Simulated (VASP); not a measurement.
Set up this calculation in VASP 6.6.1, as the native input.

| Quantity | Value |
| --- | --- |
| Task | single point |
| Functional | PBE |
| Potentials or basis | VASP PAW PBE potentials, release 64 (Ga_d, O) |
| Cutoff | 520 eV |
| k mesh | 10 × 10 × 6 |
| Occupations | fermi-dirac, width 0.02 eV |
| Spin | no spin polarisation |
| Dipole correction | no |
| Further INCAR settings | ALGO = Normal; EDIFF = 1e-07; NBANDS = 55 |

The structure of Ga2O3 lies in POSCAR:

```
Ga2O3
1.0
    6.1474448873     -1.5286069156      0.0000000000
    6.1474448873      1.5286069156      0.0000000000
   -1.3951678978      0.0000000000      5.6672946507
Ga O
4 6
Direct
    0.0911147099      0.0911147099      0.7955052901
    0.9088852901      0.9088852901      0.2044947099
    0.6587998420      0.6587998420      0.3137476455
    0.3412001580      0.3412001580      0.6862523545
    0.1668222574      0.1668222574      0.1093004114
    0.8331777426      0.8331777426      0.8906995886
    0.1727907068      0.1727907068      0.5617270180
    0.8272092932      0.8272092932      0.4382729820
    0.4960763127      0.4960763127      0.2548298294
    0.5039236873      0.5039236873      0.7451701706
```

The input as run:

INCAR

```
SYSTEM = Ga2O3
PREC = Accurate ; ENCUT = 520
EDIFF = 1E-7 ; ISMEAR = -1
SIGMA = 0.02 ; LREAL = .False.
LASPH = .True. ; NELM = 80
ALGO = Normal ; ISIF = 2
LWAVE = .False. ; LCHARG = .True.
GGA = PE ; LELF = .True.
LVHAR = .True. ; NBANDS = 55
```

KPOINTS

```
regular mesh
0
Gamma
  10 10 6
  0 0 0
```

Potentials or basis: VASP PAW PBE potentials, release 64 (Ga_d, O).

Launch:

```sh
$ cat potpaw_PBE.64/Ga_d/POTCAR potpaw_PBE.64/O/POTCAR > POTCAR
$ mpirun -np 1 vasp_std > vasp.out
```

It gave:

The pressure is 5.4 GPa. The largest force is 0.027 eV/Å. The band gap on the k mesh is 2.21 eV (least direct gap 2.25 eV).

Caveat: the cell stands under pressure.

It took 62 min on 1 thread of Oxide Virtual Turin-like Processor, with other jobs on the host, peak memory 0.8 GiB.
